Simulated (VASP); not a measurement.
# WC (P-6m2) in VASP: relaxation of cell and atoms with PBEsol

Aim: the relaxation of cell and atoms of WC with PBEsol.

All numbers are computed with VASP 6.6.1; they aren't measurements. Logs are shortened: lines on timing, memory, paths and dates and some standing lists are left out, and cuts for length are marked.

## (1) The cell of the first run

The structure is hexagonal, space group P-6m2 (No. 187). Conventional cell: a = 2.910 Å, b = 2.910 Å, c = 2.840 Å, α = 90.00°, β = 90.00°, γ = 120.00°. W (site symmetry -6m2) has 6 C at 2.20 Å and 8 W at 2.84 to 2.91 Å within 3.0 Å. C (site symmetry -6m2) has 6 W at 2.20 Å and 8 C at 2.84 to 2.91 Å within 3.0 Å.

## (2) Relaxation of cell and atoms, PBEsol

The input, INCAR:

```
SYSTEM = WC
ALGO = Normal ; EDIFF = 1E-6
EDIFFG = -0.003 ; ENCUT = 600
GGA = PS ; IBRION = 2
ISIF = 3 ; ISMEAR = 0
LASPH = .True. ; LCHARG = .False.
LREAL = .False. ; LWAVE = .False.
NELM = 80 ; NSW = 80
PREC = Accurate ; SIGMA = 0.2
```

The input, KPOINTS:

```
k-points
0
Gamma
  30 30 26
  0 0 0
```

The input, POSCAR:

```
WC
1.0
    2.9100000000      0.0000000000      0.0000000000
   -1.4550000000      2.5201339300      0.0000000000
    0.0000000000      0.0000000000      2.8400000000
W C
1 1
Direct
    0.0000000000      0.0000000000      0.0000000000
    0.3333333333      0.6666666667      0.5000000000
```

Potentials or basis: VASP PAW PBE potentials, release 64 (W_sv, C).

Launch:

```bash
$ cat potpaw_PBE.64/W_sv/POTCAR potpaw_PBE.64/C/POTCAR > POTCAR
$ mpirun -np 1 vasp_std > vasp.out
```

OUTCAR:

```text
SYSTEM = WC
   EDIFF = 1E-6
   EDIFFG = -0.003
   ENCUT = 600
   GGA = PS
   IBRION = 2
   ISIF = 3
   ISMEAR = 0
   LASPH = .True.
   LREAL = .False.
   NELM = 80
   NSW = 80
   PREC = Accurate

 ion  position               nearest neighbor table
   1  0.000  0.000  0.000-   2 2.20   2 2.20   2 2.20   2 2.20   2 2.20   2 2.20
   2  0.333  0.667  0.500-   1 2.20   1 2.20   1 2.20   1 2.20   1 2.20   1 2.20

  LATTYP: Found a hexagonal cell.
 ALAT       =     2.9100000000
 C/A-ratio  =     0.9759450172

  Lattice vectors:

 A1 = (   2.9100000000,   0.0000000000,   0.0000000000)
 A2 = (  -1.4550000000,   2.5201339300,   0.0000000000)
 A3 = (   0.0000000000,   0.0000000000,   2.8400000000)

Analysis of symmetry for initial positions (statically):
=====================================================================
 Subroutine PRICEL returns:
 Original cell was already a primitive cell.

 Routine SETGRP: Setting up the symmetry group for a
 hexagonal supercell.

 Subroutine GETGRP returns: Found 12 space group operations
 (whereof 12 operations were pure point group operations)
 out of a pool of 24 trial point group operations.

The static configuration has the point symmetry D_3h.

Analysis of symmetry for dynamics (positions and initial velocities):
=====================================================================
 Subroutine PRICEL returns:
 Original cell was already a primitive cell.

 Routine SETGRP: Setting up the symmetry group for a
 hexagonal supercell.

 Subroutine GETGRP returns: Found 12 space group operations
 (whereof 12 operations were pure point group operations)
 out of a pool of 24 trial point group operations.

The dynamic configuration has the point symmetry D_3h.

 Subroutine INISYM returns: Found 12 space group operations
 (whereof 12 operations are pure point group operations),
 and found     1 'primitive' translations

----------------------------------------------------------------------------------------

                                     Primitive cell

  volume of cell :      20.8274

  direct lattice vectors                    reciprocal lattice vectors
     2.910000000  0.000000000  0.000000000     0.343642612  0.198402154  0.000000000
    -1.455000000  2.520133930  0.000000000     0.000000000  0.396804308  0.000000000
     0.000000000  0.000000000  2.840000000     0.000000000  0.000000000  0.352112676

  length of vectors
     2.910000000  2.910000004  2.840000000     0.396804309  0.396804308  0.352112676

  position of ions in fractional coordinates (direct lattice)
     0.000000000  0.000000000  0.000000000
     0.333333333  0.666666667  0.500000000

  ion indices of the primitive-cell ions
   primitive index   ion index
                 1           1
                 2           2

----------------------------------------------------------------------------------------

 KPOINTS: k-points

Automatic generation of k-mesh.
 Grid dimensions read from file:
 generate k-points for:   30   30   26

 Generating k-lattice:

  Cartesian coordinates                     Fractional coordinates (reciprocal lattice)
     0.011454754  0.006613405  0.000000000     0.033333333  0.000000000  0.000000000
     0.000000000  0.013226810  0.000000000     0.000000000  0.033333333  0.000000000
     0.000000000  0.000000000  0.013542795     0.000000000  0.000000000  0.038461538

  Length of vectors
     0.013226810  0.013226810  0.013542795

  Shift w.r.t. Gamma in fractional coordinates (k-lattice)
     0.000000000  0.000000000  0.000000000

 Subroutine IBZKPT returns following result:
 ===========================================

 Found   1274 irreducible k-points:

 Following reciprocal coordinates:
            Coordinates               Weight
  0.000000  0.000000  0.000000      1.000000
  0.033333  0.000000  0.000000      6.000000
  0.066667 -0.000000  0.000000      6.000000
  0.100000  0.000000  0.000000      6.000000
  0.133333  0.000000  0.000000      6.000000
  0.166667  0.000000  0.000000      6.000000
[... 16 lines left out ...]
  0.233333  0.033333  0.000000     12.000000
  0.266667  0.033333  0.000000     12.000000
 [... further k-points ...]
   k-points           NKPTS =   1274   k-points in BZ     NKDIM =   1274   number of bands    NBANDS=     13
   number of dos      NEDOS =    301   number of ions     NIONS =      2
   total plane-waves  NPLWV =  13824
   dimension x,y,z NGX =    24 NGY =   24 NGZ =   24
   dimension x,y,z NGXF=    48 NGYF=   48 NGZF=   48
   ions per type =               1   1
   NGX,Y,Z   is equivalent  to a cutoff of  13.71, 13.71, 14.05 a.u.
   NGXF,Y,Z  is equivalent  to a cutoff of  27.42, 27.42, 28.10 a.u.
 SYSTEM =  WC
   PREC   = accura    normal or accurate (medium, high low for compatibility)
   ISTART =      0    job   : 0-new  1-cont  2-samecut
   ICHARG =      2    charge: 1-file 2-atom 10-const
   ISPIN  =      1    spin polarized calculation?
   LNONCOLLINEAR =      F non collinear calculations
   LSORBIT =      F    spin-orbit coupling
   LASPH  =      T    aspherical Exc in radial PAW
   ENCUT  =  600.0 eV  44.10 Ry    6.64 a.u.   5.81  5.81  5.67*2*pi/ulx,y,z
   NELM   =     80;   NELMIN=  2; NELMDL= -5     # of ELM steps
   EDIFF  = 0.1E-05   stopping-criterion for ELM
   LREAL  =      F    real-space projection
   EDIFFG = -.3E-02   stopping-criterion for IOM
   NSW    =     80    number of steps for IOM
   IBRION =      2    ionic relax: 0-MD 1-quasi-New 2-CG
   NFREE  =      1    steps in history (QN), initial steepest desc. (CG)
   ISIF   =      3    stress and relaxation
   ISYM   =      2    0-nonsym 1-usesym 2-fastsym
   POTIM  = 0.5000    time-step for ionic-motion
   TEBEG  =    0.0;   TEEND  =   0.0 temperature during run
   PSTRESS=    0.0 pullay stress
   NELECT =      18.0000    total number of electrons
   NUPDOWN=      -1.0000    fix difference up-down
   EMIN   =  10.00;   EMAX   =-10.00  energy-range for DOS
   EFERMI =   0.00;   METHOD = LEGACY
   ISMEAR =     0;   SIGMA  =   0.20  broadening in eV -4-tet -1-fermi 0-gaus
   EFERMI_NEDOS =   21; number of points for ismear=-14 and -15
   IALGO  =     38    algorithm
   IMIX   =      4    mixing-type and parameters
     AMIX     =   0.40;   BMIX     =  1.00
     AMIX_MAG =   1.60;   BMIX_MAG =  1.00
  volume/ion in A,a.u.               =      10.41        70.28
  Fermi-wavevector in a.u.,A,eV,Ry     =   1.559387  2.946815 33.085138  2.431689
  Thomas-Fermi vector in A             =   2.662753
   LORBIT       =      0    0 simple, 1 ext, 2 COOP (PROOUT), +10 PAW based schemes
   GGA     = PS    functional components
   LHFCALC =     F    Hartree Fock is set to
   AEXX    =    0.0000 exact exchange contribution
   IVDW    =     0    specifies the selected vdW correction
   LEPSILON=     F    determine dielectric tensor
   LRPA    =     F    only Hartree local field effects (RPA)
 conjugate gradient relaxation of ions
 non-spin polarized calculation
 Gauss-broadening in eV      SIGMA  =   0.20
  energy-cutoff  :      600.00
  volume of cell :       20.83
 maximum number of plane-waves:       708
 NGX is ok and might be reduce to    24
   NGX = 11   NGY = 11   NGZ = 11

--------------------------------------- Ionic step        1  -------------------------------------------

 number of electron      18.0000000 magnetization

 Free energy of the ion-electron system (eV)
  ---------------------------------------------------
  ext. energy  EPLUGINS =         0.00000000
  ---------------------------------------------------
  free energy    TOTEN  =       -23.90147835 eV

  energy without entropy =      -23.89553221  energy(sigma->0) =      -23.89850528

------------------------ aborting loop because EDIFF is reached ----------------------------------------

  FORCE on cell =-STRESS in cart. coord.  units (eV):
  Direction    XX          YY          ZZ          XY          YZ          ZX
  --------------------------------------------------------------------------------------
  -------------------------------------------------------------------------------------
  Total       -0.4433042     -0.4433042     -0.5807041      0.0000000      0.0000000     -0.0000000
  in kB      -34.1018140    -34.1018142    -44.6715009      0.0000000      0.0000000     -0.0000000
  external PRESSURE =     -37.6250430 kB  Pullay stress =       0.0000000 kB
[... 201 lines left out ...]
  energy  without entropy=      -23.8978562684  energy(sigma->0) =      -23.90081841

--------------------------------------- Ionic step        7  -------------------------------------------

 number of electron      18.0000001 magnetization

 Free energy of the ion-electron system (eV)
  ---------------------------------------------------
  ext. energy  EPLUGINS =         0.00000000
  ---------------------------------------------------
  free energy    TOTEN  =       -23.90378314 eV

  energy without entropy =      -23.89785455  energy(sigma->0) =      -23.90081884

 E-fermi :  11.0182     XC(G=0): -13.9594

 val. band max:       11.0162937789   @ k =   0.4333   0.0333   0.4615
 cond. band min:      11.0185376150   @ k =   0.4667   0.0333   0.3846
 fundamental gap:      0.0022438361
 Fermi energy:        11.0181911599

 k-point     1 :       0.0000    0.0000    0.0000
  band No.  band energies     occupation
      1     -62.9087      2.00000
      2     -26.8950      2.00000
      3     -26.7904      2.00000
      4     -26.7904      2.00000
      5      -3.4589      2.00000
      6       6.6512      2.00000
      7       7.6557      2.00000
      8       7.6557      2.00000
      9      11.1378      0.39775
     10      14.2676      0.00000
     11      14.2676      0.00000
     12      16.7030      0.00000
     13      16.7030      0.00000
[... 353 lines left out ...]
 k-point    24 :       0.2667    0.0333    0.0000
  band No.  band energies     occupation
      1     -62.8721      2.00000
      2     -27.3069      2.00000
      3     -26.9138      2.00000
      4     -26.8255      2.00000
      5      -1.6234      2.00000
      6       5.1285      2.00000
      7       7.8278      2.00000
      8       8.3743      2.00000
      9       9.3215      2.00000
     10      13.6606      0.00000
     11      14.5889      0.00000
     12      15.8106      0.00000
     13      17.3059      0.00000

 [... further k-points ...]

------------------------ aborting loop because EDIFF is reached ----------------------------------------

  FORCE on cell =-STRESS in cart. coord.  units (eV):
  Direction    XX          YY          ZZ          XY          YZ          ZX
  --------------------------------------------------------------------------------------
  -------------------------------------------------------------------------------------
  Total        0.0042653      0.0042653      0.0020697      0.0000000     -0.0000000      0.0000000
  in kB        0.3311968      0.3311968      0.1607085      0.0000000     -0.0000000      0.0000000
  external PRESSURE =       0.2743673 kB  Pullay stress =       0.0000000 kB
[... 17 lines left out ...]
  FREE ENERGIE OF THE ION-ELECTRON SYSTEM (eV)
  ---------------------------------------------------
  free  energy   TOTEN  =       -23.9037831361 eV

  energy  without entropy=      -23.8978545483  energy(sigma->0) =      -23.90081884

 reached required accuracy - stopping structural energy minimisation
```

Run time: 16 min. Hardware: 1 thread of AMD EPYC 7R43 (Zen 3), shared host; peak memory 0.51 GiB.

Results:

- Free energy: -23.9038 eV
- Relaxed volume: 10.32 Å³/atom
- Relaxed cell: a = 2.902 Å, b = 2.902 Å, c = 2.830 Å, α = 90.00°, β = 90.00°, γ = 120.00°
- Space group after relaxing (to 0.1 Å): P-6m2 (No. 187)
- Energy gained by relaxing: 1.2 meV/atom
- Ionic steps: 7
- Pressure after relaxing: 0.0 GPa
- Band gap on the k mesh: zero (bands 9 and 10 overlap by 1.36 eV)

Step by step:
| step | energy change (eV) | largest force (eV/Å) | pressure (GPa) | volume (Å³) |
| --- | --- | --- | --- | --- |
| 1 | 0.0000 | 0.0000 | -3.76 | 20.83 |
| 2 | 0.0170 | 0.0000 | 11.59 | 20.10 |
| 3 | -0.0023 | 0.0000 | -0.05 | 20.64 |
| 4 | -0.0023 | 0.0000 | -0.02 | 20.63 |
| 5 | -0.0023 | 0.0000 | 0.05 | 20.63 |
| 6 | -0.0023 | 0.0000 | -0.06 | 20.64 |
| 7 | -0.0023 | 0.0000 | 0.03 | 20.63 |

Final structure:
```xyz
2
Lattice="2.9016 0.0000 0.0000 -1.4508 2.5128 0.0000 0.0000 0.0000 2.8300" Properties=species:S:1:pos:R:3 pbc="T T T"
W     0.0000    0.0000    0.0000
C     0.0000    1.6752    1.4150
```

Levels at points of the mesh, in eV from the Fermi level:
| k point | band 5 | band 6 | band 7 | band 8 | band 9 | band 10 | band 11 | band 12 | band 13 |
| --- | --- | --- | --- | --- | --- | --- | --- | --- | --- |
| (0.00, 0.00, 0.00) | -14.48 | -4.37 | -3.36 | -3.36 | 0.12 | 3.25 | 3.25 | 5.68 | 5.68 |
| (0.50, 0.00, 0.00) | -11.08 | -7.07 | -3.64 | -3.62 | -0.45 | 2.35 | 4.56 | 4.93 | 6.90 |
| (0.00, 0.00, 0.50) | -10.37 | -8.71 | -2.03 | -2.03 | -0.61 | -0.61 | 3.72 | 4.54 | 4.54 |
| (0.50, 0.00, 0.50) | -11.29 | -6.51 | -4.36 | -4.20 | 0.30 | 4.47 | 5.37 | 6.71 | 9.27 |

Caveat: the PAW data sets were made with another functional, which shifts forces and pressure a little; spin-orbit coupling is left out, which moves the levels of the heavy elements.
